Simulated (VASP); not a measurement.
Set up this calculation in VASP 6.6.1, as the native input.

```yaml
Task: single point
Functional: LDA
Potentials_or_basis: VASP PAW LDA potentials, release 64 (Pd)
Cutoff: 400 eV
k_mesh: 13 × 13 × 1
Occupations: fermi-dirac, width 0.05 eV
Spin: no spin polarisation
Dipole_correction: yes
Further_INCAR_settings: ALGO = Normal; EDIFF = 1e-06; NBANDS = 33; NELMDL = -8
```

The structure of Pd lies in POSCAR:

```
Pd
1.0
    2.7154616614      0.0000000000      0.0000000000
    0.0000000000      2.7154616614      0.0000000000
    0.0000000000      0.0000000000     18.5928000000
Pd
5
Direct
    0.0000000000      0.0000000000      0.2958126485
    0.5000000000      0.5000000000      0.3972045724
    0.0000000000      0.0000000000      0.4999999997
    0.5000000000      0.5000000000      0.6027954262
    0.0000000000      0.0000000000      0.7041873515
```

These files were run (other wordings do the same):

INCAR

```
SYSTEM = Pd
PREC = Accurate ; ENCUT = 400
EDIFF = 1E-6 ; ISMEAR = -1
SIGMA = 0.05 ; LREAL = .FALSE.
LASPH = .TRUE. ; NELM = 120
ALGO = Normal ; ISIF = 2
LWAVE = .FALSE. ; LCHARG = .FALSE.
LDIPOL = .TRUE. ; IDIPOL = 3
DIPOL = 0.5 0.5 0.500 ; GGA = CA
NBANDS = 33 ; GGA_COMPAT = .FALSE.
NELMDL = -8
```

KPOINTS

```
Automatic mesh
0
G
  13 13 1
  0 0 0
```

Potentials or basis: VASP PAW LDA potentials, release 64 (Pd).

Launch:

```console
$ cat potpaw_LDA.64/Pd/POTCAR > POTCAR
$ mpirun -np 1 vasp_std > vasp.out
```

Results of the run:

```json
{
 "Largest force": "0.016 eV/Å",
 "Band gap on the k mesh": "zero (band 25 reaches 3.26 eV, above the bottom of band 26 at 2.24 eV)"
}
```

Wall time 81 s on 1 thread of Intel(R) Xeon(R) 6975P-C (Granite Rapids) (shared host), peak memory 0.2 GiB.
